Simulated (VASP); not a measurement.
**ReGe2S4: single point with PBE**

ReGe2S4:

```xyz
7
Lattice="3.8508 -5.1848 0.0000 3.8508 5.1848 0.0000 0.0000 0.0000 3.6022" Properties=species:S:1:pos:R:3 pbc="T T T"
Re    0.0000    0.0000    0.0000
Ge    1.9254   -2.5924    1.8011
Ge    1.9254    2.5924    1.8011
S     3.8508    2.7369    0.0000
S     3.8508   -2.7369    0.0000
S     1.6601    0.0000    1.8011
S     6.0415    0.0000    1.8011
```

* Program: VASP 6.6.1
* Task: single point
* Functional: PBE
* Potentials or basis: VASP PAW PBE potentials, release 64 (Re, Ge_d, S)
* Cutoff: 520 eV
* k mesh: 2 × 2 × 3
* Occupations: gaussian, width 0.15 eV
* Spin: collinear spin, ferromagnetic start
* Starting moments: [1.0, 0.0, 0.0, 0.0, 0.0, 0.0, 0.0] μB
* Dipole correction: no
* Further INCAR settings: ALGO = Normal; EDIFF = 1e-07; NBANDS = 42

```yaml
Pressure: 0.0 GPa
Largest_force: 0.035 eV/Å
Net_moment: 2.15 μB per cell
Site_moments: Re +1.70; Ge +0.05; S +0.01, +0.02 μB
Valence_electrons_inside_the_program's_atomic_spheres: Re 5.77; Ge 12.10; S 3.68, 3.69
```

Forces in eV/Å, atoms in the order of the input:
```
Re   0.000  0.000  0.000
Ge   0.000  0.000  0.000
Ge   0.000  0.000  0.000
S    0.000 -0.035  0.000
S    0.000  0.035  0.000
S    0.020  0.000  0.000
S   -0.020  0.000  0.000
```

Levels at points of the mesh, in eV from the Fermi level:
Spin up:
| k point | band 28 | band 29 | band 30 | band 31 | band 32 | band 33 |
| --- | --- | --- | --- | --- | --- | --- |
| (0.00, 0.00, 0.00) | -1.57 | -1.50 | -0.57 | 1.06 | 1.07 | 1.24 |
| (0.50, 0.00, 0.00) | -1.37 | -0.83 | -0.80 | -0.10 | 2.56 | 2.62 |
| (0.50, 0.50, 0.00) | -0.93 | -0.76 | -0.38 | 0.07 | 0.88 | 1.39 |
Spin down:
```csv
k point,band 26,band 27,band 28,band 29,band 30,band 31
"(0.00, 0.00, 0.00)",-1.80,-1.53,-1.06,-0.64,0.54,1.14
"(0.50, 0.00, 0.00)",-1.75,-1.63,-0.74,-0.49,0.40,0.79
"(0.50, 0.50, 0.00)",-1.73,-0.70,-0.59,0.13,0.38,0.74
```

Wall time 110 s on 1 thread of Oxide Virtual Turin-like Processor, on a shared host, peak memory 0.28 GiB.

Caveat: the k points lie up to 0.58 Å⁻¹ apart; spin-orbit coupling is left out, which moves the levels of the heavy elements.
